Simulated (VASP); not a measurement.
# AgIr2 (P6/mmm) in VASP: single point with PBE

Aim: the single point of AgIr2 with PBE.

All numbers are computed with VASP 6.6.1; they aren't measurements. Logs are shortened: lines on timing, memory, paths and dates and some standing lists are left out, and cuts for length are marked.

### 1 The cell of the first run

The structure is hexagonal, space group P6/mmm (No. 191). The conventional cell has a = 3.596 Å, b = 3.596 Å, c = 3.883 Å, α = 90.00°, β = 90.00°, γ = 120.00°. Ag (site symmetry 6/mmm) has 12 Ir at 2.84 Å and 6 Ag at 3.60 Å within 3.7 Å. Within 2.7 Å of Ir (site symmetry -6m2) lie 3 Ir at 2.08 Å.

### 2 Single point, PBE

INCAR reads:

```
SYSTEM = AgIr2
ALGO = Normal
EDIFF = 1E-6
ENCUT = 630
GGA = PE
GGA_COMPAT = .FALSE.
ISIF = 2
ISMEAR = 0
LASPH = .TRUE.
LCHARG = .FALSE.
LREAL = .FALSE.
LWAVE = .FALSE.
NBANDS = 34
NELM = 120
PREC = Accurate
SIGMA = 0.1
```

KPOINTS reads:

```
k-points
0
G
  6 6 6
  0 0 0
```

POSCAR reads:

```
AgIr2
1.0
    3.5961273062      0.0000000000      0.0000000000
   -1.7980636531      3.1143376024      0.0000000000
    0.0000000000      0.0000000000      3.8828617093
Ag Ir
1 2
Direct
    0.0000000000      0.0000000000      0.0000000000
    0.3333333333      0.6666666667      0.5000000000
    0.6666666667      0.3333333333      0.5000000000
```

Potentials or basis: VASP PAW PBE potentials, release 64 (Ag_sv_GW, Ir_sv_GW).

The run is started by

```
$ cat potpaw_PBE.64/Ag_sv_GW/POTCAR potpaw_PBE.64/Ir_sv_GW/POTCAR > POTCAR
$ mpirun -np 1 vasp_std > vasp.out
```

OUTCAR:

```text
SYSTEM = AgIr2
   EDIFF = 1E-6
   ENCUT = 630
   GGA = PE
   ISIF = 2
   ISMEAR = 0
   LASPH = .TRUE.
   LREAL = .FALSE.
   NELM = 120
   PREC = Accurate

 ion  position               nearest neighbor table
   1  0.000  0.000  0.000-   2 2.84   3 2.84   2 2.84   3 2.84   2 2.84   2 2.84   3 2.84   3 2.84
                             3 2.84   3 2.84   2 2.84   2 2.84
   2  0.333  0.667  0.500-   3 2.08   3 2.08   3 2.08   1 2.84   1 2.84   1 2.84   1 2.84   1 2.84
                             1 2.84
   3  0.667  0.333  0.500-   2 2.08   2 2.08   2 2.08   1 2.84   1 2.84   1 2.84   1 2.84   1 2.84
                             1 2.84

  LATTYP: Found a hexagonal cell.
 ALAT       =     3.5961273062
 C/A-ratio  =     1.0797342193

  Lattice vectors:

 A1 = (   3.5961273062,   0.0000000000,   0.0000000000)
 A2 = (  -1.7980636531,   3.1143376024,   0.0000000000)
 A3 = (   0.0000000000,   0.0000000000,   3.8828617093)

Analysis of symmetry for initial positions (statically):
=====================================================================
 Subroutine PRICEL returns:
 Original cell was already a primitive cell.

 Routine SETGRP: Setting up the symmetry group for a
 hexagonal supercell.

 Subroutine GETGRP returns: Found 24 space group operations
 (whereof 24 operations were pure point group operations)
 out of a pool of 24 trial point group operations.

The static configuration has the point symmetry D_6h.

Analysis of symmetry for dynamics (positions and initial velocities):
=====================================================================
 Subroutine PRICEL returns:
 Original cell was already a primitive cell.

 Routine SETGRP: Setting up the symmetry group for a
 hexagonal supercell.

 Subroutine GETGRP returns: Found 24 space group operations
 (whereof 24 operations were pure point group operations)
 out of a pool of 24 trial point group operations.

The dynamic configuration has the point symmetry D_6h.

 Subroutine INISYM returns: Found 24 space group operations
 (whereof 24 operations are pure point group operations),
 and found     1 'primitive' translations

----------------------------------------------------------------------------------------

                                     Primitive cell

  volume of cell :      43.4863

  direct lattice vectors                    reciprocal lattice vectors
     3.596127306  0.000000000  0.000000000     0.278076919  0.160547784  0.000000000
    -1.798063653  3.114337602  0.000000000     0.000000000  0.321095568  0.000000000
     0.000000000  0.000000000  3.882861709     0.000000000  0.000000000  0.257542008

  length of vectors
     3.596127306  3.596127306  3.882861709     0.321095568  0.321095568  0.257542008

  position of ions in fractional coordinates (direct lattice)
     0.000000000  0.000000000  0.000000000
     0.333333333  0.666666667  0.500000000
     0.666666667  0.333333333  0.500000000

  ion indices of the primitive-cell ions
   primitive index   ion index
                 1           1
                 2           2
                 3           3

----------------------------------------------------------------------------------------

 KPOINTS: k-points

Automatic generation of k-mesh.
 Grid dimensions read from file:
 generate k-points for:    6    6    6

 Generating k-lattice:

  Cartesian coordinates                     Fractional coordinates (reciprocal lattice)
     0.046346153  0.026757964  0.000000000     0.166666667  0.000000000  0.000000000
     0.000000000  0.053515928  0.000000000     0.000000000  0.166666667  0.000000000
     0.000000000  0.000000000  0.042923668     0.000000000  0.000000000  0.166666667

  Length of vectors
     0.053515928  0.053515928  0.042923668

  Shift w.r.t. Gamma in fractional coordinates (k-lattice)
     0.000000000  0.000000000  0.000000000

 Subroutine IBZKPT returns following result:
 ===========================================

 Found     28 irreducible k-points:

 Following reciprocal coordinates:
            Coordinates               Weight
  0.000000  0.000000  0.000000      1.000000
  0.166667  0.000000  0.000000      6.000000
  0.333333 -0.000000  0.000000      6.000000
  0.500000 -0.000000  0.000000      3.000000
  0.166667  0.166667  0.000000      6.000000
  0.333333  0.166667  0.000000     12.000000
[... 16 lines left out ...]
  0.166667  0.000000  0.500000      6.000000
  0.333333 -0.000000  0.500000      6.000000
 [... further k-points ...]
   k-points           NKPTS =     28   k-points in BZ     NKDIM =     28   number of bands    NBANDS=     34
   number of dos      NEDOS =    301   number of ions     NIONS =      3
   total plane-waves  NPLWV =  28800
   dimension x,y,z NGX =    30 NGY =   30 NGZ =   32
   dimension x,y,z NGXF=    60 NGYF=   60 NGZF=   64
   ions per type =               1   2
   NGX,Y,Z   is equivalent  to a cutoff of  13.87, 13.87, 13.70 a.u.
   NGXF,Y,Z  is equivalent  to a cutoff of  27.74, 27.74, 27.40 a.u.
 SYSTEM =  AgIr2
   PREC   = accura    normal or accurate (medium, high low for compatibility)
   ISTART =      0    job   : 0-new  1-cont  2-samecut
   ICHARG =      2    charge: 1-file 2-atom 10-const
   ISPIN  =      1    spin polarized calculation?
   LNONCOLLINEAR =      F non collinear calculations
   LSORBIT =      F    spin-orbit coupling
   LASPH  =      T    aspherical Exc in radial PAW
   ENCUT  =  630.0 eV  46.30 Ry    6.80 a.u.   7.36  7.36  7.95*2*pi/ulx,y,z
   NELM   =    120;   NELMIN=  2; NELMDL= -5     # of ELM steps
   EDIFF  = 0.1E-05   stopping-criterion for ELM
   LREAL  =      F    real-space projection
   EDIFFG = 0.1E-04   stopping-criterion for IOM
   NSW    =      0    number of steps for IOM
   IBRION =     -1    ionic relax: 0-MD 1-quasi-New 2-CG
   NFREE  =      0    steps in history (QN), initial steepest desc. (CG)
   ISIF   =      2    stress and relaxation
   ISYM   =      2    0-nonsym 1-usesym 2-fastsym
   POTIM  = 0.5000    time-step for ionic-motion
   TEBEG  =    0.0;   TEEND  =   0.0 temperature during run
   PSTRESS=    0.0 pullay stress
   NELECT =      53.0000    total number of electrons
   NUPDOWN=      -1.0000    fix difference up-down
   EMIN   =  10.00;   EMAX   =-10.00  energy-range for DOS
   EFERMI =   0.00;   METHOD = LEGACY
   ISMEAR =     0;   SIGMA  =   0.10  broadening in eV -4-tet -1-fermi 0-gaus
   EFERMI_NEDOS =   21; number of points for ismear=-14 and -15
   IALGO  =     38    algorithm
   IMIX   =      4    mixing-type and parameters
     AMIX     =   0.40;   BMIX     =  1.00
     AMIX_MAG =   1.60;   BMIX_MAG =  1.00
  volume/ion in A,a.u.               =      14.50        97.82
  Fermi-wavevector in a.u.,A,eV,Ry     =   1.748702  3.304568 41.606071  3.057960
  Thomas-Fermi vector in A             =   2.819758
   LORBIT       =      0    0 simple, 1 ext, 2 COOP (PROOUT), +10 PAW based schemes
   GGA     = PE    functional components
   LHFCALC =     F    Hartree Fock is set to
   AEXX    =    0.0000 exact exchange contribution
   IVDW    =     0    specifies the selected vdW correction
   LEPSILON=     F    determine dielectric tensor
   LRPA    =     F    only Hartree local field effects (RPA)
 non-spin polarized calculation
 Gauss-broadening in eV      SIGMA  =   0.10
  energy-cutoff  :      630.00
  volume of cell :       43.49
 maximum number of plane-waves:      1612
 NGX is ok and might be reduce to    30
   NGX = 15   NGY = 15   NGZ = 15

 number of electron      53.0000000 magnetization

 Free energy of the ion-electron system (eV)
  ---------------------------------------------------
  ext. energy  EPLUGINS =         0.00000000
  ---------------------------------------------------
  free energy    TOTEN  =       -11.07596419 eV

  energy without entropy =      -11.06814742  energy(sigma->0) =      -11.07205580

 E-fermi :  11.6075     XC(G=0): -13.8407

 val. band max:       11.5778395666   @ k =   0.3333   0.3333   0.3333
 cond. band min:      11.6227726519   @ k =   0.0000   0.0000   0.1667
 fundamental gap:      0.0449330853
 Fermi energy:        11.6075323726

 k-point     1 :       0.0000    0.0000    0.0000
  band No.  band energies     occupation
      1     -82.3592      2.00000
      2     -81.4951      2.00000
      3     -80.6265      2.00000
      4     -44.1781      2.00000
      5     -44.0775      2.00000
      6     -44.0775      2.00000
[... 26 lines left out ...]
     33      22.7922      0.00000
     34      23.0020      0.00000

 k-point     2 :       0.1667    0.0000    0.0000
  band No.  band energies     occupation
      1     -82.3099      2.00000
      2     -81.5482      2.00000
      3     -80.6264      2.00000
      4     -44.1772      2.00000
      5     -44.0795      2.00000
      6     -44.0783      2.00000
[... 26 lines left out ...]
     33      22.9013      0.00000
     34      25.1451      0.00000

 k-point     3 :       0.3333   -0.0000    0.0000
  band No.  band energies     occupation
      1     -82.1820      2.00000
      2     -81.6838      2.00000
      3     -80.6264      2.00000
      4     -44.1755      2.00000
      5     -44.0831      2.00000
      6     -44.0800      2.00000
[... 26 lines left out ...]
     33      23.1016      0.00000
     34      24.2643      0.00000
[... 704 lines left out ...]
 k-point    23 :       0.1667    0.0000    0.5000
  band No.  band energies     occupation
      1     -82.3098      2.00000
      2     -81.5482      2.00000
      3     -80.6266      2.00000
      4     -44.1774      2.00000
      5     -44.0792      2.00000
      6     -44.0772      2.00000
[... 26 lines left out ...]
     33      22.6028      0.00000
     34      22.7025      0.00000

 k-point    24 :       0.3333   -0.0000    0.5000
  band No.  band energies     occupation
      1     -82.1822      2.00000
      2     -81.6835      2.00000
      3     -80.6264      2.00000
      4     -44.1786      2.00000
      5     -44.0842      2.00000
      6     -44.0783      2.00000
[... 26 lines left out ...]
     33      21.3380      0.00000
     34      22.4760      0.00000

 [... further k-points ...]

------------------------ aborting loop because EDIFF is reached ----------------------------------------

  FORCE on cell =-STRESS in cart. coord.  units (eV):
  Direction    XX          YY          ZZ          XY          YZ          ZX
  --------------------------------------------------------------------------------------
  -------------------------------------------------------------------------------------
  Total       48.3244294     48.3244294      7.6118343      0.0000000     -0.0000000      0.0000000
  in kB     1780.4289475   1780.4289475    280.4447015      0.0000000     -0.0000000      0.0000000
  external PRESSURE =    1280.4341988 kB  Pullay stress =       0.0000000 kB

 VOLUME and BASIS-vectors are now :
 -----------------------------------------------------------------------------
  energy-cutoff  :      630.00
  volume of cell :       43.49
      direct lattice vectors                 reciprocal lattice vectors
     3.596127306  0.000000000  0.000000000     0.278076919  0.160547784  0.000000000
    -1.798063653  3.114337602  0.000000000     0.000000000  0.321095568  0.000000000
     0.000000000  0.000000000  3.882861709     0.000000000  0.000000000  0.257542008

 POSITION                                       TOTAL-FORCE (eV/Angst)
 -----------------------------------------------------------------------------------
      0.00000      0.00000      0.00000        -0.000000      0.000000      0.000000
     -0.00000      2.07623      1.94143         0.000000     -0.000000      0.000000
      1.79806      1.03811      1.94143        -0.000000      0.000000      0.000000
 -----------------------------------------------------------------------------------
    total drift:                                0.000000     -0.000000      0.000000

  FREE ENERGIE OF THE ION-ELECTRON SYSTEM (eV)
  ---------------------------------------------------
  free  energy   TOTEN  =       -11.0759641872 eV

  energy  without entropy=      -11.0681474211  energy(sigma->0) =      -11.07205580
```

Wall time 46 s (1 thread of AMD EPYC 7R13 (Zen 3), shared host); peak memory 0.19 GiB.

What came out:

* Free energy: -11.0760 eV
* Pressure: 128.0 GPa
* Band gap on the k mesh: zero (an odd number of electrons rules out a gap without spin polarisation)

Levels at points of the mesh, in eV from the Fermi level:
```csv
k point,band 24,band 25,band 26,band 27,band 28,band 29
"(0.00, 0.00, 0.00)",-3.98,-3.98,-0.79,0.41,0.41,1.50
"(0.50, 0.00, 0.00)",-2.48,-1.21,-1.14,0.87,1.24,3.53
"(0.00, 0.00, 0.50)",-3.40,-2.63,-2.63,-1.20,-1.20,0.19
"(0.50, 0.00, 0.50)",-2.47,-1.44,-0.39,1.07,1.14,1.90
```

Caveat: the stress differs along the axes, from 28 to 178 GPa; spin-orbit coupling is left out, which moves the levels of the heavy elements.

The gap in the log of VASP goes by the Fermi energy; the results here count the filled bands.